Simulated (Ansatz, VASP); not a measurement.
# Ga3Se in VASP and in Ansatz

INCAR

```
SYSTEM = Ga3Se
PREC = Accurate ; ENCUT = 520
EDIFF = 1E-7 ; ISMEAR = 0
SIGMA = 0.15 ; LREAL = .FALSE.
LASPH = .TRUE. ; NELM = 60
ALGO = Normal ; ISIF = 2
LWAVE = .FALSE. ; LCHARG = .FALSE.
GGA = PE ; IVDW = 12
NBANDS = 30
```

File KPOINTS:

```
Automatic mesh
0
G
  12 12 12
  0 0 0
```

POSCAR

```
Ga3Se
1.0
    4.3236103161      0.0000000000      0.0000000000
    0.0000000000      3.8912492845      0.0000000000
    0.0000000000      0.0000000000      4.3236103161
Ga Se
3 1
Direct
    0.0000000000      0.5000000000      0.5000000000
    0.5000000000      0.0000000000      0.5000000000
    0.5000000000      0.5000000000      0.0000000000
    0.0000000000      0.0000000000      0.0000000000
```

Input for Ansatz:

```yaml
crystal:
  lattice:
    - [4.3236103161, 0.0, 0.0]
    - [0.0, 3.8912492845, 0.0]
    - [0.0, 0.0, 4.3236103161]
  atoms:
    - { symbol: Ga, position: [0.0, 0.5, 0.5] }
    - { symbol: Ga, position: [0.5, 0.0, 0.5] }
    - { symbol: Ga, position: [0.5, 0.5, 0.0] }
    - { symbol: Se, position: [0.0, 0.0, 0.0] }
basis:
  ecutwfc: 420
kpoints:
  mp_grid: { grid: [12, 12, 12] }
hamiltonian:
  xc: pbe
  dispersion: d3bj
scf:
  occupations: { method: gaussian, width: 0.15 }
output:
  forces: true
  stress: true
  eigenvalues: true
```

Change from the starting cell: strain -0.1000 x Voigt [0, 1, 0, 0, 0, 0], atoms carried along.

Alike in both runs: task single point; functional PBE; dispersion D3(BJ); k mesh 12 × 12 × 12; occupations gaussian, width 0.15 eV; no spin polarisation.

```csv
,VASP,Ansatz
version,VASP 6.6.1,Ansatz 0.2.0
potentials or method,"VASP PAW PBE potentials, release 64 (Ga_d, Se), cutoff 520 eV","scalar-relativistic, plane waves, PAW"
valence electrons in the cell,45,55
```

```tsv
	VASP	Ansatz	Ansatz less VASP
gap on the k mesh at the Fermi level (eV)	none	none	-
pressure (GPa)	6.0	5.9	-0.13
traceless stress, the component that is largest in VASP (GPa)	-0.30	-0.31	-0.004
```

A gap of «none» marks a metal or a gap that the smearing closes. VASP's potentials hold 45 valence electrons a cell and Ansatz's 55, so a difference there can come from the potentials and not from the codes.
